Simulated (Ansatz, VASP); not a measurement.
## Two plane-wave programs on MgZn2O3

```
Mg Zn O
1.0
     3.05260    0.00000    0.00000
    -1.52630    2.64363    0.00000
     0.00000    0.00000    7.45204
Mg Zn O
1 2 3
Direct
  0.00000 0.00000 0.00000
  0.33333 0.66667 0.66842
  0.66667 0.33333 0.33158
  0.33333 0.66667 0.16070
  0.66667 0.33333 0.83930
  0.00000 0.00000 0.50000
```

Alike in both runs: task relaxation of cell and atoms; functional PBEsol; dispersion D3(BJ); k mesh 12 × 12 × 4; no spin polarisation.

|  | VASP | Ansatz |
| --- | --- | --- |
| version | VASP 6.6.1 | Ansatz 0.2.0 |
| potentials or method | VASP PAW PBE potentials, release 64 (Mg, Zn, O), cutoff 600 eV | plane waves, PAW |
| occupations | gaussian, width 0.01 eV | fixed |
| valence electrons in the cell | 44 | 52 |

Ansatz gave:

```
relaxed volume (Å³/atom)                                        : 9.37
relaxed length of the cell vector where the two differ most in proportion (Å) : 7.279
```

Question: Which values does VASP return?

Answer: Relaxed volume (Å³/atom): 9.39; relaxed length of the cell vector where the two differ most in proportion (Å): 7.286.

VASP's potentials were made for PBE, not for PBEsol. VASP's potentials hold 44 valence electrons a cell and Ansatz's 52, so a difference there can come from the potentials and not from the codes.
